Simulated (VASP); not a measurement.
# Ir2Rh: single point with PBE

The system is Ir2Rh.

```xyz
6
Lattice="2.7398 0.0000 0.0000 -1.3699 2.3728 0.0000 0.0000 0.0000 13.2879" Properties=species:S:1:pos:R:3 pbc="T T T"
Ir    0.0000    1.5818   12.1862
Ir    0.0000    1.5818    7.7457
Ir    1.3699    0.7909    1.1017
Ir    1.3699    0.7909    5.5422
Rh    0.0000    1.5818    3.3220
Rh    1.3699    0.7909    9.9659
```

- Program: VASP 6.6.1
- Task: single point
- Functional: PBE
- Potentials or basis: VASP PAW PBE potentials, release 64 (Ir, Rh_pv)
- Cutoff: 520 eV
- k mesh: 18 × 18 × 4
- Occupations: gaussian, width 0.1 eV
- Spin: no spin polarisation
- Dipole correction: no
- Further INCAR settings: ALGO = Fast; EDIFF = 1e-06; NBANDS = 42

```
Pressure               : 0.3 GPa
Largest force          : 0.030 eV/Å
Band gap on the k mesh : zero (bands 33 and 34 overlap by 2.68 eV)
```

Forces in eV/Å, atoms in the order of the input:
```
Ir   0.000  0.000 -0.030
Ir   0.000  0.000  0.030
Ir   0.000  0.000  0.030
Ir   0.000  0.000 -0.030
Rh   0.000  0.000  0.000
Rh   0.000  0.000  0.000
```

Levels at points of the mesh, in eV from the Fermi level:
```csv
k point,band 29,band 30,band 31,band 32,band 33,band 34,band 35,band 36
"(0.00, 0.00, 0.00)",-2.73,-2.13,-2.13,-1.14,-1.14,-1.11,-1.11,-0.21
"(0.50, 0.00, 0.00)",0.37,0.43,0.62,0.83,0.91,0.91,0.98,1.10
"(0.00, 0.00, 0.50)",-1.80,-1.80,-1.80,-1.80,-1.22,-1.22,-0.45,-0.45
"(0.50, 0.00, 0.50)",0.24,0.24,0.49,0.49,0.92,0.92,1.11,1.11
```

Run time: 8.7 min on 1 thread of Intel(R) Xeon(R) Platinum 8259CL CPU @ 2.50GHz (Skylake/Cascade Lake), with other jobs on the host, peak memory 0.43 GiB.

Caveat: spin-orbit coupling is left out, which moves the levels of the heavy elements.
